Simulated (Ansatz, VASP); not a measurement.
## Ta3H: VASP beside Ansatz

INCAR

```
ALGO = Normal ; DIPOL = 0.5 0.5 0.316
EDIFF = 1E-7 ; ENCUT = 520
IDIPOL = 3 ; ISIF = 2
ISMEAR = 0 ; LASPH = T
LCHARG = F ; LDIPOL = T
LREAL = F ; LWAVE = F
NBANDS = 44 ; NELM = 60
PREC = Accurate ; SIGMA = 0.1
```

The input KPOINTS:

```
k-points
0
Gamma
  6 6 1
```

File POSCAR:

```
Ta3H
1.0
    4.6002247492      0.0000000000      0.0000000000
   -2.3001123746      3.9839114959      0.0000000000
    0.0000000000      0.0000000000     22.4017722044
Ta H
6 2
Direct
    0.6666666667      0.3333333333      0.1785573018
    0.3333333333      0.6666666667      0.2204743848
    0.0000000000      0.0000000000      0.2623914678
    0.6666666667      0.3333333333      0.3016814391
    0.3333333333      0.6666666667      0.3385386112
    0.0000000000      0.0000000000      0.3750494438
    0.1708412725      0.6666666667      0.4237063085
    0.4958253942      0.6666666667      0.4237063085
```

Input for Ansatz:

```yaml
crystal:
  lattice:
    - [4.6002247492, 0.0, 0.0]
    - [-2.3001123746, 3.9839114959, 0.0]
    - [0.0, 0.0, 22.4017722044]
  atoms:
    - { symbol: Ta, position: [0.6666666667, 0.3333333333, 0.1785573018] }
    - { symbol: Ta, position: [0.3333333333, 0.6666666667, 0.2204743848] }
    - { symbol: Ta, position: [0.0, 0.0, 0.2623914678] }
    - { symbol: Ta, position: [0.6666666667, 0.3333333333, 0.3016814391] }
    - { symbol: Ta, position: [0.3333333333, 0.6666666667, 0.3385386112] }
    - { symbol: Ta, position: [0.0, 0.0, 0.3750494438] }
    - { symbol: H, position: [0.1708412725, 0.6666666667, 0.4237063085] }
    - { symbol: H, position: [0.4958253942, 0.6666666667, 0.4237063085] }
basis:
  ecutwfc: 420
kpoints:
  mp_grid: { grid: [6, 6, 1] }
hamiltonian:
  xc: lda
  pseudopotentials: { kind: paw, azcp: { folder: soft_1 } }
scf:
  occupations: { method: gaussian, width: 0.1 }
output:
  forces: true
  eigenvalues: true
efield:
  axis: 3
  dipole_correction: true
  ramp_width: 0.04
```

Alike in both runs: task single point; functional LDA; k mesh 6 × 6 × 1; occupations gaussian, width 0.1 eV; no spin polarisation.

|  | VASP | Ansatz |
| --- | --- | --- |
| version | VASP 6.6.1 | Ansatz 0.2.0 |
| potentials or method | VASP PAW LDA potentials, release 64 (Ta_pv, H), cutoff 520 eV | scalar-relativistic, plane waves, PAW |
| valence electrons in the cell | 68 | 80 |

```tsv
	VASP	Ansatz	Ansatz less VASP
gap on the k mesh at the Fermi level (eV)	none	none	-
rms of the force components (eV/Å)	0.954	0.948	-0.0064
```

Ansatz warns that its potentials were made for another functional, while VASP's fit it. LDA's correlation is that of Perdew and Zunger in VASP and of Perdew and Wang (1992) in Ansatz. Atom by atom the forces differ by 0.023 eV/Å (rms over components). A gap of «none» marks a metal or a gap that the smearing closes. VASP's potentials hold 68 valence electrons a cell and Ansatz's 80, so a difference there can come from the potentials and not from the codes.

Spin-orbit coupling is off throughout.
